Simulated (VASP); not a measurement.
The system is BaHfO3.

```xyz
40
Lattice="8.3180 0.0000 0.0000 0.0000 8.3180 0.0000 0.0000 0.0000 8.3180" Properties=species:S:1:pos:R:3 pbc="T T T"
Ba    0.0027    8.2996    0.0157
Ba    0.0009    0.0119    4.1766
Ba    8.3149    4.1319    0.0151
Ba    0.0369    4.1465    4.1662
Ba    4.1519    8.2786    8.3119
Ba    4.1907    8.2831    4.1459
Ba    4.1677    4.1546    8.3164
Ba    4.1512    4.1810    4.1683
Hf    2.0797    2.0710    2.0752
Hf    2.0932    2.0741    6.2739
Hf    2.0985    6.2416    2.0785
Hf    2.0468    6.2325    6.2183
Hf    6.2389    2.0787    2.0800
Hf    6.2031    2.0725    6.2280
Hf    6.2329    6.2730    2.0627
Hf    6.2494    6.2372    6.2580
O     2.0799    2.0645    8.2881
O     2.0788    2.1046    4.1657
O     2.0650    6.2653    8.3177
O     2.0988    6.2425    4.1794
O     6.2324    2.0931    0.0292
O     6.2493    2.0806    4.1562
O     6.2513    6.2600    8.3054
O     6.2310    6.2434    4.2109
O     0.0025    2.0575    2.0374
O     0.0006    2.1009    6.2009
O     8.2865    6.2379    2.0837
O     8.2788    6.2073    6.2398
O     4.1651    2.0625    2.0465
O     4.1574    2.1189    6.2553
O     4.1177    6.2000    2.0926
O     4.1580    6.2618    6.2298
O     2.0734    0.0083    2.1095
O     2.0606    0.0106    6.2080
O     2.0347    4.1940    2.0612
O     2.0769    4.1292    6.2197
O     6.2426    8.3010    2.0818
O     6.2852    8.3089    6.2445
O     6.2460    4.1815    2.1018
O     6.2324    4.1812    6.2298
```

* Program: VASP 6.6.1
* Task: relaxation of volume and atoms at fixed shape
* Functional: PBEsol
* Potentials or basis: VASP PAW PBE potentials, release 64 (Ba_sv, Hf_pv, O)
* Cutoff: 600 eV
* k mesh: 1 × 1 × 1, shifted
* Occupations: fermi-dirac, width 0.05 eV
* Spin: no spin polarisation

At the start: pressure -0.5 GPa; volume 14.39 Å³/atom.

Question: Where does the relaxation end?

Answer: Over 12 steps the energy falls by 7.7 meV/atom and the volume is 14.33 Å³/atom (-0.4 %); space group P1 (No. 1, to 0.1 Å) before, Pm-3m (No. 221, to 0.1 Å).

The path:
```csv
step,energy change (eV),largest force (eV/Å),pressure (GPa),volume (Å³)
1,0.0000,1.2343,-0.48,575.51
2,-0.1823,0.7824,0.43,571.95
3,-0.2442,0.3147,0.03,573.15
4,-0.2809,0.1737,0.02,573.11
5,-0.2831,0.1743,0.03,573.09
6,-0.2958,0.1092,-0.04,573.27
7,-0.2970,0.1532,-0.06,573.34
8,-0.3039,0.0485,0.04,572.96
9,-0.3041,0.0617,0.07,572.87
10,-0.3057,0.0510,-0.08,573.37
11,-0.3058,0.0666,-0.14,573.55
12,-0.3067,0.0227,0.02,573.01
```

Final structure:
```xyz
40
Lattice="8.3059 0.0000 0.0000 0.0000 8.3059 0.0000 0.0000 0.0000 8.3059" Properties=species:S:1:pos:R:3 pbc="T T T"
Ba    8.3041    8.3056    0.0015
Ba    8.3048    8.3039    4.1529
Ba    8.3055    4.1514    8.3057
Ba    8.3043    4.1536    4.1542
Ba    4.1525    8.3051    0.0010
Ba    4.1503    8.3056    4.1532
Ba    4.1518    4.1517    0.0005
Ba    4.1527    4.1513    4.1539
Hf    2.0739    2.0749    2.0744
Hf    2.0756    2.0782    6.2270
Hf    2.0740    6.2274    2.0773
Hf    2.0751    6.2310    6.2307
Hf    6.2268    2.0748    2.0765
Hf    6.2285    2.0775    6.2296
Hf    6.2262    6.2285    2.0789
Hf    6.2273    6.2310    6.2320
O     2.0735    2.0658    8.3030
O     2.0784    2.0894    4.1500
O     2.0715    6.2433    0.0009
O     2.0769    6.2173    4.1538
O     6.2321    2.0828    8.3057
O     6.2258    2.0736    4.1531
O     6.2278    6.2274    0.0032
O     6.2219    6.2362    4.1562
O     8.3038    2.0632    2.0742
O     8.3055    2.0912    6.2247
O     8.3020    6.2367    2.0824
O     8.3040    6.2200    6.2274
O     4.1504    2.0838    2.0691
O     4.1520    2.0664    6.2278
O     4.1499    6.2184    2.0758
O     4.1513    6.2413    6.2353
O     2.0824    8.3049    2.0869
O     2.0642    0.0016    6.2145
O     2.0641    4.1516    2.0625
O     2.0871    4.1545    6.2402
O     6.2158    8.3050    2.0746
O     6.2386    0.0018    6.2375
O     6.2353    4.1519    2.0836
O     6.2166    4.1552    6.2276
```

Caveat: the PAW data sets were made with another functional, which shifts forces and pressure a little.
